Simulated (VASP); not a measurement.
# Mo (Im-3m) in VASP: further runs

The runs below take Mo through single point, with PBE.

All numbers are computed with VASP 6.6.1; they aren't measurements. Logs are shortened: lines on timing, memory, paths and dates and some standing lists are left out, and cuts for length are marked.

## Step 1: The cell of the first run

Symmetry: Im-3m, No. 229, cubic system. Conventional cell: a = 2.891 Å, b = 2.891 Å, c = 2.891 Å, α = 90.00°, β = 90.00°, γ = 90.00°. Mo (site symmetry m-3m) has 14 Mo at 2.50 to 2.89 Å within 3.3 Å.

## Step 2: Single point, PBE (strain -0.080 along x and y, -0.080 along z)

Contents of INCAR:

```
PREC = Accurate ; ENCUT = 520
EDIFF = 1E-6 ; ISMEAR = 0
SIGMA = 0.15 ; LREAL = False
LASPH = True ; NELM = 100
ALGO = Normal ; ISIF = 2
LWAVE = False ; LCHARG = True
GGA = PE ; LELF = True
LVHAR = True ; NBANDS = 13
```

Contents of KPOINTS:

```
regular mesh
0
Gamma
  22 22 22
```

Contents of POSCAR:

```
Mo
1.0
   -1.4453200000      1.4453200000      1.4453200000
    1.4453200000     -1.4453200000      1.4453200000
    1.4453200000      1.4453200000     -1.4453200000
Mo
1
Direct
    0.0000000000      0.0000000000      0.0000000000
```

Potentials or basis: VASP PAW PBE potentials, release 64 (Mo_sv).

Command:

```bash
$ cat potpaw_PBE.64/Mo_sv/POTCAR > POTCAR
$ mpirun -np 1 vasp_std > vasp.out
```

OUTCAR:

```text
PREC = Accurate
   ENCUT = 520
   EDIFF = 1E-6
   ISMEAR = 0
   LREAL = False
   LASPH = True
   NELM = 100
   ISIF = 2
   GGA = PE

 ion  position               nearest neighbor table
   1  0.000  0.000  0.000-

  LATTYP: Found a body centered cubic cell.
 ALAT       =     2.8906400000

  Lattice vectors:

 A1 = (  -1.4453200000,   1.4453200000,   1.4453200000)
 A2 = (   1.4453200000,  -1.4453200000,   1.4453200000)
 A3 = (   1.4453200000,   1.4453200000,  -1.4453200000)

Analysis of symmetry for initial positions (statically):
=====================================================================
 Subroutine PRICEL returns:
 Original cell was already a primitive cell.

 Routine SETGRP: Setting up the symmetry group for a
 body centered cubic supercell.

 Subroutine GETGRP returns: Found 48 space group operations
 (whereof 48 operations were pure point group operations)
 out of a pool of 48 trial point group operations.

The static configuration has the point symmetry O_h .

Analysis of symmetry for dynamics (positions and initial velocities):
=====================================================================
 Subroutine PRICEL returns:
 Original cell was already a primitive cell.

 Routine SETGRP: Setting up the symmetry group for a
 body centered cubic supercell.

 Subroutine GETGRP returns: Found 48 space group operations
 (whereof 48 operations were pure point group operations)
 out of a pool of 48 trial point group operations.

The dynamic configuration has the point symmetry O_h .

 Subroutine INISYM returns: Found 48 space group operations
 (whereof 48 operations are pure point group operations),
 and found     1 'primitive' translations

----------------------------------------------------------------------------------------

                                     Primitive cell

  volume of cell :      12.0768

  direct lattice vectors                    reciprocal lattice vectors
    -1.445320000  1.445320000  1.445320000     0.000000000  0.345944151  0.345944151
     1.445320000 -1.445320000  1.445320000     0.345944151  0.000000000  0.345944151
     1.445320000  1.445320000 -1.445320000     0.345944151  0.345944151  0.000000000

  length of vectors
     2.503367673  2.503367673  2.503367673     0.489238910  0.489238910  0.489238910

  position of ions in fractional coordinates (direct lattice)
     0.000000000  0.000000000  0.000000000

  ion indices of the primitive-cell ions
   primitive index   ion index
[... 80 lines left out ...]
   ISYM   =      2    0-nonsym 1-usesym 2-fastsym
   POTIM  = 0.5000    time-step for ionic-motion
   TEBEG  =    0.0;   TEEND  =   0.0 temperature during run
   PSTRESS=    0.0 pullay stress
   NELECT =      14.0000    total number of electrons
   NUPDOWN=      -1.0000    fix difference up-down
   EMIN   =  10.00;   EMAX   =-10.00  energy-range for DOS
   EFERMI =   0.00;   METHOD = LEGACY
   ISMEAR =     0;   SIGMA  =   0.15  broadening in eV -4-tet -1-fermi 0-gaus
   EFERMI_NEDOS =   21; number of points for ismear=-14 and -15
   IALGO  =     38    algorithm
   IMIX   =      4    mixing-type and parameters
     AMIX     =   0.40;   BMIX     =  1.00
     AMIX_MAG =   1.60;   BMIX_MAG =  1.00
  volume/ion in A,a.u.               =      12.08        81.50
  Fermi-wavevector in a.u.,A,eV,Ry     =   1.719756  3.249868 40.240056  2.957561
  Thomas-Fermi vector in A             =   2.796323
   LORBIT       =      0    0 simple, 1 ext, 2 COOP (PROOUT), +10 PAW based schemes
   GGA     = PE    functional components
   LHFCALC =     F    Hartree Fock is set to
   AEXX    =    0.0000 exact exchange contribution
   IVDW    =     0    specifies the selected vdW correction
   LEPSILON=     F    determine dielectric tensor
   LRPA    =     F    only Hartree local field effects (RPA)
 non-spin polarized calculation
 Gauss-broadening in eV      SIGMA  =   0.15
  energy-cutoff  :      520.00
  volume of cell :       12.08
 maximum number of plane-waves:       338
   NGX =  9   NGY =  9   NGZ =  9

 number of electron      14.0000003 magnetization

 Free energy of the ion-electron system (eV)
  ---------------------------------------------------
  ext. energy  EPLUGINS =         0.00000000
  ---------------------------------------------------
  free energy    TOTEN  =        -9.80373486 eV

  energy without entropy =       -9.79846160  energy(sigma->0) =       -9.80109823

 E-fermi :  17.2804     XC(G=0): -14.9065

 val. band max:       17.2397518970   @ k =  -0.3182   0.3182   0.2727
 cond. band min:      17.2848266588   @ k =   0.5000   0.5000   0.0909
 fundamental gap:      0.0450747618
 Fermi energy:        17.2804490100

 k-point     1 :       0.0000    0.0000    0.0000
  band No.  band energies     occupation
      1     -44.3425      2.00000
      2     -16.6798      2.00000
      3     -16.6798      2.00000
      4     -16.6798      2.00000
      5       9.4088      2.00000
      6      15.2256      2.00000
      7      15.2256      2.00000
      8      15.2256      2.00000
      9      19.3198      0.00000
     10      19.3198      0.00000
     11      32.2624      0.00000
     12      32.2624      0.00000
     13      32.2624      0.00000
[... 354 lines left out ...]
  band No.  band energies     occupation
      1     -44.1079      2.00000
      2     -17.7646      2.00000
      3     -16.9614      2.00000
      4     -16.7708      2.00000
      5      11.2614      2.00000
      6      14.2412      2.00000
      7      14.5556      2.00000
      8      17.6721      0.00022
      9      18.1177      0.00000
     10      19.6606      0.00000
     11      33.8461      0.00000
     12      35.3553      0.00000
     13      36.1870      0.00000

 [... further k-points ...]

------------------------ aborting loop because EDIFF is reached ----------------------------------------

  FORCE on cell =-STRESS in cart. coord.  units (eV):
  Direction    XX          YY          ZZ          XY          YZ          ZX
  --------------------------------------------------------------------------------------
  -------------------------------------------------------------------------------------
  Total        9.1850929      9.1850929      9.1850929     -0.0000000     -0.0000000      0.0000000
  in kB     1218.5464984   1218.5464984   1218.5464984     -0.0000000     -0.0000000      0.0000000
  external PRESSURE =    1218.5464984 kB  Pullay stress =       0.0000000 kB

 VOLUME and BASIS-vectors are now :
 -----------------------------------------------------------------------------
  energy-cutoff  :      520.00
  volume of cell :       12.08
      direct lattice vectors                 reciprocal lattice vectors
    -1.445320000  1.445320000  1.445320000     0.000000000  0.345944151  0.345944151
     1.445320000 -1.445320000  1.445320000     0.345944151  0.000000000  0.345944151
     1.445320000  1.445320000 -1.445320000     0.345944151  0.345944151  0.000000000

 POSITION                                       TOTAL-FORCE (eV/Angst)
 -----------------------------------------------------------------------------------
      0.00000      0.00000      0.00000        -0.000000      0.000000      0.000000
 -----------------------------------------------------------------------------------
    total drift:                                0.000000     -0.000000      0.000000

  FREE ENERGIE OF THE ION-ELECTRON SYSTEM (eV)
  ---------------------------------------------------
  free  energy   TOTEN  =        -9.8037348555 eV

  energy  without entropy=       -9.7984615971  energy(sigma->0) =       -9.80109823
```

stdout:

```text
POSCAR found type information on POSCAR Mo
 POSCAR found :  1 types and       1 ions
 scaLAPACK will be used
 LDA part: xc-table for (Slater+PW92), standard interpolation
 POSCAR, INCAR and KPOINTS ok, starting setup
 FFT: planning ... GRIDC
 FFT: planning ... GRID_SOFT
 FFT: planning ... GRID
 WAVECAR not read
 entering main loop
```

Run time: 91 s. Hardware: 1 thread of AMD EPYC 7R13, shared host; peak memory 0.13 GiB.

What came out:

```
Free energy            : -9.8037 eV
Pressure               : 121.9 GPa
Band gap on the k mesh : zero (band 7 reaches 22.87 eV, above the bottom of band 8 at 15.23 eV)
```

Caveat: the cell differs from its parent crystal (strain -0.080 along x and y, -0.080 along z).

## Step 3: Single point, PBE (strain -0.040 along x and y, -0.040 along z)

Contents of INCAR:

```
SYSTEM = Mo
PREC     = Accurate       ! precision mode
ENCUT    = 520            ! plane-wave cutoff, eV
EDIFF    = 1E-6           ! SCF threshold, eV
ISMEAR   = 0              ! smearing method
SIGMA    = 0.15           ! smearing width, eV
LREAL    = .FALSE.        ! projectors in reciprocal space
LASPH    = .TRUE.         ! aspherical terms in the spheres
NELM     = 60             ! most SCF steps
ALGO     = Fast           ! electronic algorithm
ISIF     = 2              ! what is computed and relaxed
LWAVE    = .FALSE.        ! write WAVECAR
LCHARG   = .FALSE.        ! write CHGCAR
GGA      = PE             ! functional
NBANDS   = 13             ! bands
```

Contents of KPOINTS:

```
regular mesh
0
G
  22 22 22
  0 0 0
```

Contents of POSCAR:

```
Mo
1.0
   -1.5081600000      1.5081600000      1.5081600000
    1.5081600000     -1.5081600000      1.5081600000
    1.5081600000      1.5081600000     -1.5081600000
Mo
1
Direct
    0.0000000000      0.0000000000      0.0000000000
```

Potentials or basis: VASP PAW PBE potentials, release 64 (Mo_sv).

Command:

```bash
$ cat potpaw_PBE.64/Mo_sv/POTCAR > POTCAR
$ mpirun -np 1 vasp_std > vasp.out
```

It took 1.8 min on 1 thread of AMD EPYC 7R13, shared host; peak memory 0.14 GiB.

It converged, with:

* Free energy: -10.6502 eV
* Pressure: 49.5 GPa
* Band gap on the k mesh: zero (band 7 reaches 19.59 eV, above the bottom of band 8 at 13.17 eV)

Levels at points of the mesh, in eV from the Fermi level:
| k point | band 5 | band 6 | band 7 | band 8 | band 9 | band 10 |
| --- | --- | --- | --- | --- | --- | --- |
| (0.00, 0.00, 0.00) | -7.62 | -1.66 | -1.66 | -1.66 | 1.88 | 1.88 |
| (0.50, 0.00, 0.00) | -6.18 | -4.10 | 2.00 | 2.22 | 2.75 | 5.72 |
| (0.50, 0.50, 0.50) | -6.55 | -6.55 | 4.76 | 4.76 | 4.76 | 10.15 |

Caveat: the cell differs from its parent crystal (strain -0.040 along x and y, -0.040 along z).

## Step 4: Single point, PBE (strain +0.040 along x and y, +0.040 along z)

Contents of INCAR:

```
PREC = Accurate
ENCUT = 520
EDIFF = 1E-6
ISMEAR = 0
SIGMA = 0.15
LREAL = False
LASPH = True
NELM = 80
ALGO = Normal
ISIF = 2
LWAVE = False
LCHARG = False
GGA = PE
NBANDS = 13
```

Contents of KPOINTS:

```
Automatic mesh
0
Gamma
  22 22 22
```

Contents of POSCAR:

```
Mo
1.0
   -1.6338400000      1.6338400000      1.6338400000
    1.6338400000     -1.6338400000      1.6338400000
    1.6338400000      1.6338400000     -1.6338400000
Mo
1
Direct
    0.0000000000      0.0000000000      0.0000000000
```

Command:

```bash
$ cat potpaw_PBE.64/Mo_sv/POTCAR > POTCAR
$ mpirun -np 1 vasp_std > vasp.out
```

Wall time 2.1 min (1 thread of AMD EPYC 7R13, shared host); peak memory 0.16 GiB.

The run converged. Its results:

| Item | Value |
| --- | --- |
| Free energy | -10.8251 eV |
| Pressure | -20.5 GPa |
| Band gap on the k mesh | zero (band 7 reaches 14.29 eV, above the bottom of band 8 at 9.73 eV) |

Levels at points of the mesh, in eV from the Fermi level:
| k point | band 4 | band 5 | band 6 | band 7 | band 8 | band 9 | band 10 | band 11 |
| --- | --- | --- | --- | --- | --- | --- | --- | --- |
| (0.00, 0.00, 0.00) | -34.75 | -6.82 | -1.15 | -1.15 | -1.15 | 1.48 | 1.48 | 14.66 |
| (0.50, 0.00, 0.00) | -34.76 | -4.67 | -2.90 | 1.30 | 1.46 | 2.00 | 4.04 | 10.08 |
| (0.50, 0.50, 0.50) | -35.44 | -4.63 | -4.63 | 3.41 | 3.41 | 3.41 | 8.29 | 8.29 |

Caveat: the cell differs from its parent crystal (strain +0.040 along x and y, +0.040 along z).

## Step 5: Single point, PBE (strain +0.080 along x and y, +0.080 along z)

Contents of INCAR:

```
SYSTEM = Mo
PREC = Accurate ; ENCUT = 520
EDIFF = 1E-6 ; ISMEAR = 0
SIGMA = 0.15 ; LREAL = .FALSE.
LASPH = .TRUE. ; NELM = 100
ALGO = Normal ; ISIF = 2
LWAVE = .FALSE. ; LCHARG = .FALSE.
GGA = PE ; NBANDS = 13
```

Contents of KPOINTS:

```
regular mesh
0
G
  22 22 22
  0 0 0
```

Contents of POSCAR:

```
Mo
1.0
   -1.6966800000      1.6966800000      1.6966800000
    1.6966800000     -1.6966800000      1.6966800000
    1.6966800000      1.6966800000     -1.6966800000
Mo
1
Direct
    0.0000000000      0.0000000000      0.0000000000
```

Command:

```bash
$ cat potpaw_PBE.64/Mo_sv/POTCAR > POTCAR
$ mpirun -np 1 vasp_std > vasp.out
```

Run time: 2.2 min. Hardware: 1 thread of AMD EPYC 7R13, shared host; peak memory 0.17 GiB.

It converged, with:

| Item | Value |
| --- | --- |
| Free energy | -10.4549 eV |
| Pressure | -34.5 GPa |
| Band gap on the k mesh | zero (band 7 reaches 12.17 eV, above the bottom of band 8 at 8.31 eV) |

Levels at points of the mesh, in eV from the Fermi level:
| k point | band 3 | band 4 | band 5 | band 6 | band 7 | band 8 | band 9 | band 10 | band 11 | band 12 |
| --- | --- | --- | --- | --- | --- | --- | --- | --- | --- | --- |
| (0.00, 0.00, 0.00) | -34.95 | -34.95 | -6.38 | -0.99 | -0.99 | -0.99 | 1.28 | 1.28 | 14.41 | 14.41 |
| (0.50, 0.00, 0.00) | -35.17 | -34.95 | -4.09 | -2.47 | 1.07 | 1.23 | 1.69 | 3.39 | 8.65 | 11.44 |
| (0.50, 0.50, 0.50) | -35.43 | -35.43 | -3.92 | -3.92 | 2.87 | 2.87 | 2.87 | 7.57 | 7.57 | 7.57 |

Caveat: the cell differs from its parent crystal (strain +0.080 along x and y, +0.080 along z).

## Step 6: The runs side by side

| cell | gap on the mesh (eV) | pressure (GPa) |
| --- | --- | --- |
| a = 2.503 Å, angles 109.5°, 1 atom | none | 121.9 |
| a = 2.612 Å, angles 109.5°, 1 atom | none | 49.5 |
| a = 2.830 Å, angles 109.5°, 1 atom | none | -20.5 |
| a = 2.939 Å, angles 109.5°, 1 atom | none | -34.5 |

Alike in all rows: task single point; level PBE; potentials or basis VASP PAW PBE potentials, release 64 (Mo_sv); no spin polarisation; k mesh 22 × 22 × 22; cutoff (eV) 520; smearing gaussian 0.15 eV.

Absolute energies hang on the potentials; compare differences alone.
